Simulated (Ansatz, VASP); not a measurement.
## Two plane-wave programs on Mg

File INCAR:

```
SYSTEM = Mg
ALGO = Normal
EDIFF = 1E-6
ENCUT = 520
GGA = PE
ISIF = 2
ISMEAR = -1
LASPH = .True.
LCHARG = .False.
LREAL = .False.
LWAVE = .False.
NBANDS = 12
NELM = 60
PREC = Accurate
SIGMA = 0.1
```

The input KPOINTS:

```
k-points
0
Gamma
  13 13 4
  0 0 0
```

The input POSCAR:

```
Mg
1.0
    3.2388891367      0.0000000000      0.0000000000
   -1.6194445683      2.8049602724      0.0000000000
    0.0000000000      0.0000000000     10.5350405155
Mg
4
Direct
    0.0000000000      0.0000000000      1.0000000000
    1.0000000000      0.0000000000      0.5000000000
    0.3333333333      0.6666666667      0.2500000000
    0.6666666667      0.3333333333      0.7500000000
```

Input for Ansatz:

```yaml
crystal:
  lattice:
    - [3.2388891367, 0.0, 0.0]
    - [-1.6194445683, 2.8049602724, 0.0]
    - [0.0, 0.0, 10.5350405155]
  atoms:
    - { symbol: Mg, position: [0.0, 0.0, 1.0] }
    - { symbol: Mg, position: [1.0, 0.0, 0.5] }
    - { symbol: Mg, position: [0.3333333333, 0.6666666667, 0.25] }
    - { symbol: Mg, position: [0.6666666667, 0.3333333333, 0.75] }
hamiltonian:
  xc: pbe
  pseudopotentials:
    kind: paw
    azcp:
      Mg: "pseudopotentials/Mg.paw.azcp"
basis:
  ecutwfc: 420
  fft_grid_basis: typed
kpoints:
  mp_grid: { grid: [13, 13, 4], shift: [0, 0, 0] }
magnetization:
  spin_polarized: false
scf:
  occupations: { method: fermi_dirac, width: 0.1 }
  lower_state_search: "off"
output:
  stress: true
```

Alike in both runs: task single point; functional PBE; k mesh 13 × 13 × 4; occupations fermi-dirac, width 0.1 eV; no spin polarisation.

|  | VASP | Ansatz |
| --- | --- | --- |
| version | VASP 6.6.1 | Ansatz 0.2.0 |
| potentials or method | VASP PAW PBE potentials, release 64 (Mg), cutoff 520 eV | plane waves (420 eV) with PAW, scalar-relativistic |
| valence electrons in the cell | 8 | 40 |

```tsv
	VASP	Ansatz	Ansatz less VASP
pressure (GPa)	-1.3	-1.2	+0.12
```

VASP's potentials hold 8 valence electrons a cell and Ansatz's 40, so a difference there can come from the potentials and not from the codes.
